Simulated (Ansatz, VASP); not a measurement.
## Two plane-wave programs on Zr2AlN3

```
Zr Al N
1.0
     2.84599    1.64313    2.76831
    -2.84599    1.64313    2.76831
     0.00000   -3.28626    2.76831
Zr Al N
2 1 3
Direct
  0.82098 0.82098 0.82098
  0.17902 0.17902 0.17902
  0.50000 0.50000 0.50000
  0.50000 0.00000 0.50000
  0.50000 0.50000 0.00000
  0.00000 0.50000 0.50000
```

Change from the starting cell: species swapped into the Zr2CoMo3 type (R-3m, No. 166).

Alike in both runs: functional PBE; k mesh 12 × 12 × 12; occupations gaussian, width 0.1 eV; no spin polarisation.

Ansatz relaxed the structure, and its values are those at the end. VASP's run is a single point on that final structure, the one shown.

```csv
,VASP,Ansatz
version,VASP 6.6.1,Ansatz 0.2.0
potentials or method,"VASP PAW PBE potentials, release 64 (Zr_sv, Al, N), cutoff 520 eV","scalar-relativistic, plane waves, PAW"
valence electrons in the cell,42,42
```

VASP gave:

```
gap on the k mesh at the Fermi level (eV) : none
pressure (GPa)                            : 0.0
rms of the force components (eV/Å)        : 0.006
```

Task: Estimate Ansatz's values.

Result: gap on the k mesh at the Fermi level (eV): none; pressure (GPa): 0.0; rms of the force components (eV/Å): 0.002.

A gap of «none» marks a metal or a gap that the smearing closes. The functional is the same, so the differences come from potentials, cutoffs and numerics.
